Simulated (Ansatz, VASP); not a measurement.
# Two plane-wave programs on ZnSe

```
Zn Se
1.0
     0.00000    2.84050    2.84050
     2.84050    0.00000    2.84050
     2.84050    2.84050    0.00000
Zn Se
1 1
Cartesian
  0.0000 0.0000 0.0000
  4.2607 4.2607 4.2607
```

Alike in both runs: task single point; functional revPBE; dispersion D4; k mesh 8 × 8 × 8; occupations gaussian, width 0.05 eV; no spin polarisation.

|  | VASP | Ansatz |
| --- | --- | --- |
| version | VASP 6.6.1 | Ansatz 0.2.0 |
| potentials or method | VASP PAW PBE potentials, release 64 (Zn, Se), cutoff 520 eV | scalar-relativistic, plane waves, PAW |
| valence electrons in the cell | 18 | 28 |

|  | VASP | Ansatz | Ansatz less VASP |
| --- | --- | --- | --- |
| gap on the k mesh at the Fermi level (eV) | 1.38 | 1.38 | +0.001 |
| least direct gap on the mesh (eV) | 1.38 | 1.38 | +0.001 |
| pressure (GPa) | -1.0 | -1.2 | -0.23 |

VASP's potentials were made for PBE, not for revPBE. VASP's potentials hold 18 valence electrons a cell and Ansatz's 28, so a difference there can come from the potentials and not from the codes.
